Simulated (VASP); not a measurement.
Input of a VASP 6.6.1 run:

Contents of INCAR:

```
SYSTEM = Ba
PREC = Accurate ; ENCUT = 520
EDIFF = 1E-7 ; ISMEAR = -1
SIGMA = 0.13605693000000002 ; LREAL = .FALSE.
LASPH = .TRUE. ; NELM = 100
ALGO = Normal ; ISIF = 2
LWAVE = .FALSE. ; LCHARG = .FALSE.
GGA = PE ; NBANDS = 11
```

File KPOINTS:

```
regular mesh
0
G
  8 8 8
  0 0 0
```

POSCAR

```
Ba
1.0
    3.9622277707      0.0000000000      0.0000000000
    0.0000000000      3.9622277707      0.0000000000
    0.0000000000      0.0000000000      3.9622277707
Ba
1
Direct
    0.0000000000      0.0000000000      0.0000000000
```

Potentials or basis: VASP PAW PBE potentials, release 64 (Ba_sv).

Command:

```bash
$ cat potpaw_PBE.64/Ba_sv/POTCAR > POTCAR
$ mpirun -np 1 vasp_std > vasp.out
```

(1) Estimate the pressure.

(2) Estimate the band gap on the k mesh.

Results:

(1) 0.1 GPa.

(2) zero (filled and empty bands touch).

Caveat: spin-orbit coupling is left out, which moves the levels of the heavy elements.
